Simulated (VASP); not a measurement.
Set up this calculation in VASP 6.6.1, as the native input.

- Task: single point
- Functional: PBE
- Potentials or basis: VASP PAW PBE potentials, release 64 (Al, Cu)
- Cutoff: 520 eV
- k mesh: 16 × 16 × 16
- Occupations: gaussian, width 0.15 eV
- Spin: no spin polarisation
- Dipole correction: no
- Further INCAR settings: ALGO = Fast; EDIFF = 1e-06; NBANDS = 16

The structure of Al2Cu lies in POSCAR:

```
Al2Cu
1.0
   -2.0446280232      2.0446280232      2.8912313231
    2.0446280232     -2.0446280232      2.8912313231
    2.0446280232      2.0446280232     -2.8912313231
Al Cu
2 1
Direct
    0.7500000000      0.2500000000      0.5000000000
    0.2500000000      0.7500000000      0.5000000000
    0.5000000000      0.5000000000      0.0000000000
```

The input as run:

INCAR

```
PREC = Accurate ; ENCUT = 520
EDIFF = 1E-6 ; ISMEAR = 0
SIGMA = 0.15 ; LREAL = F
LASPH = T ; NELM = 60
ALGO = Fast ; ISIF = 2
LWAVE = F ; LCHARG = T
GGA = PE ; LELF = T
LVHAR = T ; NBANDS = 16
```

KPOINTS

```
Automatic mesh
0
Gamma
  16 16 16
```

Potentials or basis: VASP PAW PBE potentials, release 64 (Al, Cu).

The run is started by

```console
$ cat potpaw_PBE.64/Al/POTCAR potpaw_PBE.64/Cu/POTCAR > POTCAR
$ mpirun -np 1 vasp_std > vasp.out
```

Results of the run:

| Item | Value |
| --- | --- |
| Pressure | 0.2 GPa |

Wall time 3.2 min on 1 thread of Intel(R) Xeon(R) 6975P-C (Granite Rapids), on a shared host, peak memory 0.37 GiB.
